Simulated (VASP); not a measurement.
# FeO (Fm-3m) in VASP: a series of runs, part 2 of 2

VASP 6.6.1. Earlier steps stand in the parts before.

### 4 Single point, BLYP+D4, collinear spin, ferromagnetic start

This run uses another cell than the first one, of 10.01 Å³/atom.

INCAR

```
SYSTEM = FeO
AGGAC    = 1.0          
AGGAX    = 1.0          
ALDAC    = 0.0          
ALDAX    = 1.0          
ALGO     = Normal         ! electronic algorithm
EDIFF    = 1E-6           ! SCF threshold, eV
ENCUT    = 700            ! plane-wave cutoff, eV
GGA      = B5             ! functional
GGA_COMPAT= .FALSE.      
ISIF     = 2              ! what is computed and relaxed
ISMEAR   = -1             ! smearing method
ISPIN    = 2              ! spin polarisation
IVDW     = 13             ! dispersion correction
LASPH    = .TRUE.         ! aspherical terms in the spheres
LCHARG   = .FALSE.        ! write CHGCAR
LMAXMIX  = 4              ! l up to which the mixer works
LORBIT   = 11             ! projections on sites
LREAL    = .FALSE.        ! projectors in reciprocal space
LWAVE    = .FALSE.        ! write WAVECAR
MAGMOM   = 3 0            ! initial moments
NBANDS   = 22             ! bands
NELM     = 200            ! most SCF steps
PREC     = Accurate       ! precision mode
SIGMA    = 0.05           ! smearing width, eV
VDW_A1   = 0.44488865   
VDW_A2   = 4.0933009    
VDW_S6   = 1.0          
VDW_S8   = 2.34076671
```

KPOINTS

```
k-points
0
G
  11 11 11
  0 0 0
```

POSCAR

```
FeO
1.0
    0.0000000000      2.1554000000      2.1554000000
    2.1554000000      0.0000000000      2.1554000000
    2.1554000000      2.1554000000      0.0000000000
Fe O
1 1
Direct
    0.0000000000      0.0000000000      0.0000000000
    0.5000000000      0.5000000000      0.5000000000
```

Potentials or basis: VASP PAW PBE potentials, release 64 (Fe_sv, O).

The run is started by

```bash
> cat potpaw_PBE.64/Fe_sv/POTCAR potpaw_PBE.64/O/POTCAR > POTCAR
> mpirun -np 1 vasp_std > vasp.out
```

OUTCAR:

```text
SYSTEM = FeO
   EDIFF = 1E-6
   ENCUT = 700
   GGA = B5
   ISIF = 2
   ISMEAR = -1
   ISPIN = 2
   IVDW = 13
   LASPH = .TRUE.
   LORBIT = 11
   LREAL = .FALSE.
   NELM = 200
   PREC = Accurate

 ion  position               nearest neighbor table
   1  0.000  0.000  0.000-   2 2.16   2 2.16   2 2.16   2 2.16   2 2.16   2 2.16
   2  0.500  0.500  0.500-   1 2.16   1 2.16   1 2.16   1 2.16   1 2.16   1 2.16

  LATTYP: Found a face centered cubic cell.
 ALAT       =     4.3108000000

  Lattice vectors:

 A1 = (   0.0000000000,   2.1554000000,   2.1554000000)
 A2 = (   2.1554000000,   0.0000000000,   2.1554000000)
 A3 = (   2.1554000000,   2.1554000000,   0.0000000000)

Analysis of symmetry for initial positions (statically):
=====================================================================
 Subroutine PRICEL returns:
 Original cell was already a primitive cell.

 Routine SETGRP: Setting up the symmetry group for a
 face centered cubic supercell.

 Subroutine GETGRP returns: Found 48 space group operations
 (whereof 48 operations were pure point group operations)
 out of a pool of 48 trial point group operations.

The static configuration has the point symmetry O_h .

Analysis of symmetry for dynamics (positions and initial velocities):
=====================================================================
 Subroutine PRICEL returns:
 Original cell was already a primitive cell.

 Routine SETGRP: Setting up the symmetry group for a
 face centered cubic supercell.

 Subroutine GETGRP returns: Found 48 space group operations
 (whereof 48 operations were pure point group operations)
 out of a pool of 48 trial point group operations.

The dynamic configuration has the point symmetry O_h .

Analysis of structural, dynamic, and magnetic symmetry:
=====================================================================
 Subroutine PRICEL returns:
 Original cell was already a primitive cell.

 Routine SETGRP: Setting up the symmetry group for a
 face centered cubic supercell.

 Subroutine GETGRP returns: Found 48 space group operations
 (whereof 48 operations were pure point group operations)
 out of a pool of 48 trial point group operations.

The overall configuration has the point symmetry O_h .

 Subroutine INISYM returns: Found 48 space group operations
 (whereof 48 operations are pure point group operations),
 and found     1 'primitive' translations

----------------------------------------------------------------------------------------

                                     Primitive cell

  volume of cell :      20.0269

  direct lattice vectors                    reciprocal lattice vectors
     0.000000000  2.155400000  2.155400000    -0.231975503  0.231975503  0.231975503
     2.155400000  0.000000000  2.155400000     0.231975503 -0.231975503  0.231975503
     2.155400000  2.155400000  0.000000000     0.231975503  0.231975503 -0.231975503

  length of vectors
     3.048195912  3.048195912  3.048195912     0.401793358  0.401793358  0.401793358

  position of ions in fractional coordinates (direct lattice)
     0.000000000  0.000000000  0.000000000
     0.500000000  0.500000000  0.500000000

  ion indices of the primitive-cell ions
   primitive index   ion index
                 1           1
                 2           2

----------------------------------------------------------------------------------------

[... 58 lines left out ...]
   NGXF,Y,Z  is equivalent  to a cutoff of  30.54, 30.54, 30.54 a.u.
 SYSTEM =  FeO
   PREC   = accura    normal or accurate (medium, high low for compatibility)
   ISTART =      0    job   : 0-new  1-cont  2-samecut
   ICHARG =      2    charge: 1-file 2-atom 10-const
   ISPIN  =      2    spin polarized calculation?
   LNONCOLLINEAR =      F non collinear calculations
   LSORBIT =      F    spin-orbit coupling
   LASPH  =      T    aspherical Exc in radial PAW
   ENCUT  =  700.0 eV  51.45 Ry    7.17 a.u.   6.58  6.58  6.58*2*pi/ulx,y,z
   NELM   =    200;   NELMIN=  2; NELMDL= -5     # of ELM steps
   EDIFF  = 0.1E-05   stopping-criterion for ELM
   LREAL  =      F    real-space projection
[... 7 lines left out ...]
   TEBEG  =    0.0;   TEEND  =   0.0 temperature during run
   PSTRESS=    0.0 pullay stress
   NELECT =      22.0000    total number of electrons
   NUPDOWN=      -1.0000    fix difference up-down
   EMIN   =  10.00;   EMAX   =-10.00  energy-range for DOS
   EFERMI =   0.00;   METHOD = LEGACY
   ISMEAR =    -1;   SIGMA  =   0.05  broadening in eV -4-tet -1-fermi 0-gaus
   EFERMI_NEDOS =   21; number of points for ismear=-14 and -15
   IALGO  =     38    algorithm
   IMIX   =      4    mixing-type and parameters
     AMIX     =   0.40;   BMIX     =  1.00
     AMIX_MAG =   1.60;   BMIX_MAG =  1.00
  volume/ion in A,a.u.               =      10.01        67.57
  Fermi-wavevector in a.u.,A,eV,Ry     =   1.689187  3.192101 38.822242  2.853354
  Thomas-Fermi vector in A             =   2.771359
   LORBIT       =     11    0 simple, 1 ext, 2 COOP (PROOUT), +10 PAW based schemes
   GGA     = B5    functional components
   LHFCALC =     F    Hartree Fock is set to
   AEXX    =    0.0000 exact exchange contribution
   IVDW    =    13    specifies the selected vdW correction
   LEPSILON=     F    determine dielectric tensor
   LRPA    =     F    only Hartree local field effects (RPA)
 spin polarized calculation
  energy-cutoff  :      700.00
  volume of cell :       20.03
 maximum number of plane-waves:       869
   NGX = 13   NGY = 13   NGZ = 13

 number of electron      21.9999992 magnetization       3.9995378

 Free energy of the ion-electron system (eV)
  ---------------------------------------------------
  ext. energy  EPLUGINS =         0.00000000
  ---------------------------------------------------
  free energy    TOTEN  =       -13.98338933 eV

  energy without entropy =      -13.97117182  energy(sigma->0) =      -13.97728058

 E-fermi :  10.0669     XC(G=0): -11.9610

 val. band max:       10.0432980991   @ k =  -0.2727   0.1818   0.0000
 cond. band min:      10.0684293685   @ k =  -0.2727   0.3636   0.0909
 fundamental gap:      0.0251312693
 Fermi energy:        10.0668518713

 spin component 1

 k-point     1 :       0.0000    0.0000    0.0000
  band No.  band energies     occupation
      1     -79.3220      1.00000
      2     -45.5636      1.00000
      3     -45.5636      1.00000
      4     -45.5636      1.00000
      5     -10.5118      1.00000
      6       6.2686      1.00000
[... 589 lines left out ...]
     21      36.6508      0.00000
     22      38.4933      0.00000

 [... further k-points ...]

 spin component 2

 k-point     1 :       0.0000    0.0000    0.0000
  band No.  band energies     occupation
      1     -75.2212      1.00000
      2     -41.5887      1.00000
      3     -41.5887      1.00000
      4     -41.5887      1.00000
      5      -9.9756      1.00000
      6       6.8400      1.00000
[... 589 lines left out ...]
     21      37.2836      0.00000
     22      39.1784      0.00000

 [... further k-points ...]

------------------------ aborting loop because EDIFF is reached ----------------------------------------

  DFT-D4 for vdW energy calculation

  Edisp (eV):   -1.28679

  FORCE on cell =-STRESS in cart. coord.  units (eV):
  Direction    XX          YY          ZZ          XY          YZ          ZX
  --------------------------------------------------------------------------------------
  -------------------------------------------------------------------------------------
  Total      -0.36978    -0.36978    -0.36978     0.00000     0.00000     0.00000
  in kB     -29.58327   -29.58327   -29.58327     0.00000     0.00000     0.00000
  external pressure =      -29.58 kB  Pullay stress =        0.00 kB

 VOLUME and BASIS-vectors are now :
 -----------------------------------------------------------------------------
  energy-cutoff  :      700.00
  volume of cell :       20.03
      direct lattice vectors                 reciprocal lattice vectors
     0.000000000  2.155400000  2.155400000    -0.231975503  0.231975503  0.231975503
     2.155400000  0.000000000  2.155400000     0.231975503 -0.231975503  0.231975503
     2.155400000  2.155400000  0.000000000     0.231975503  0.231975503 -0.231975503

 POSITION                                       TOTAL-FORCE (eV/Angst)
 -----------------------------------------------------------------------------------
      0.00000      0.00000      0.00000         0.000000     -0.000000      0.000000
      2.15540      2.15540      2.15540        -0.000000      0.000000     -0.000000
 -----------------------------------------------------------------------------------
    total drift:                                0.000000      0.000000      0.000000

  FREE ENERGIE OF THE ION-ELECTRON SYSTEM (eV)
  ---------------------------------------------------
  free  energy   TOTEN  =       -15.2701811937 eV

  energy  without entropy=      -15.2579636783  energy(sigma->0) =      -15.26407244

 total charge

# of ion       s       p       d       tot
------------------------------------------
    1        2.102   5.994   5.545  13.641
    2        1.544   3.466   0.000   5.010
--------------------------------------------------
tot          3.646   9.459   5.545  18.651

 magnetization (x)

# of ion       s       p       d       tot
------------------------------------------
    1        0.013   0.010   3.437   3.460
    2        0.031   0.286   0.000   0.317
--------------------------------------------------
tot          0.044   0.296   3.437   3.778
```

Wall time 98 s (1 thread of Intel Xeon Platinum 8488C (Sapphire Rapids), shared host); peak memory 0.21 GiB.

Results:

| Property | Result |
| --- | --- |
| Free energy | -15.2702 eV |
| Pressure | -3.0 GPa |
| Band gap on the k mesh | zero (filled and empty bands overlap) |
| Net moment | 4.00 μB per cell |
| Site moments | Fe +3.46; O +0.32 μB |
| Valence electrons inside the program's atomic spheres | Fe 13.64; O 5.01 |
| Dispersion energy per atom | -0.643 eV |

Caveat: the PAW data sets were made with another functional, which shifts forces and pressure a little; a cell with one magnetic atom can't hold antiferromagnetic order, which such compounds often take; semilocal functionals often make such compounds metallic where correlation or magnetic order opens a gap, which also shifts bond lengths. With open d or f shells a metallic result of BLYP can be an artefact of self-interaction; +U or a hybrid may open a gap.

### 5 The runs side by side

| level | cell | gap on the mesh (eV) | pressure (GPa) | moment (μB) |
| --- | --- | --- | --- | --- |
| PBE+D4 | a = 3.088 Å, angles 60.0°, 2 atoms | none | -11.9 | 4.00 |
| BLYP+D4 | a = 3.108 Å, angles 60.0°, 2 atoms | none | -12.1 | 4.00 |
| BLYP+D4 | a = 3.048 Å, angles 60.0°, 2 atoms | none | -3.0 | 4.00 |

Alike in all rows: task single point; potentials or basis VASP PAW PBE potentials, release 64 (Fe_sv, O); spin collinear, ferromagnetic start; k mesh 11 × 11 × 11; cutoff (eV) 700; smearing fermi-dirac 0.05 eV.

Caveats: a cell with one magnetic atom can't hold antiferromagnetic order, which such compounds often take; semilocal functionals often make such compounds metallic where correlation or magnetic order opens a gap, which also shifts bond lengths; the cell stands under tension (at least some runs); the PAW data sets were made with another functional, which shifts forces and pressure a little (at least some runs).

Absolute energies hang on the potentials; compare differences alone.

The gap in the log of VASP goes by the Fermi energy; the results here count the filled bands.